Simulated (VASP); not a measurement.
## In3GaP2: single point with PBE

In3GaP2:

```
CELL_PARAMETERS angstrom
5.39314 0.00000 0.00000
0.00000 5.39314 0.00000
0.00000 0.00000 5.38459
ATOMIC_POSITIONS crystal
In 0.50000 0.50000 0.50000
In 0.50000 0.00000 0.00000
In 0.00000 0.50000 0.00000
Ga 0.00000 0.00000 0.50000
P 0.50000 0.50000 0.00000
P 0.00000 0.00000 0.00000
```

```json
{
 "Program": "VASP 6.6.1",
 "Task": "single point",
 "Functional": "PBE",
 "Potentials or basis": "VASP PAW PBE potentials, release 64 (In_d, Ga_d, P)",
 "Cutoff": "520 eV",
 "k mesh": "4 × 4 × 4",
 "Occupations": "gaussian, width 0.1 eV",
 "Spin": "no spin polarisation"
}
```

```
Pressure               : -0.1 GPa
Band gap on the k mesh : zero (band 31 reaches 6.80 eV, above the bottom of band 32 at 3.94 eV)
```

Levels at points of the mesh, in eV from the Fermi level:
```tsv
k point	band 28	band 29	band 30	band 31	band 32	band 33	band 34	band 35
(0.00, 0.00, 0.00)	-2.88	-2.42	-2.12	-2.12	-1.54	1.19	1.19	2.86
(0.50, 0.00, 0.00)	-3.66	-3.56	-3.53	1.28	1.30	2.06	2.13	2.26
(0.50, 0.50, 0.00)	-3.28	-0.45	-0.45	0.06	0.06	0.76	0.76	2.65
(0.00, 0.00, 0.50)	-1.94	-1.94	-1.50	-0.20	-0.20	0.64	1.20	2.36
(0.50, 0.00, 0.50)	-3.48	-0.34	-0.22	0.99	1.15	1.18	1.45	1.47
(0.50, 0.50, 0.50)	-2.31	-0.25	-0.25	1.32	2.01	2.74	2.77	3.08
```

It took 42 s on 1 thread of AMD EPYC 9R45 96-Core Processor (Zen 5), with other jobs on the host, peak memory 0.26 GiB.

Caveat: spin-orbit coupling is left out, which moves the levels of the heavy elements.
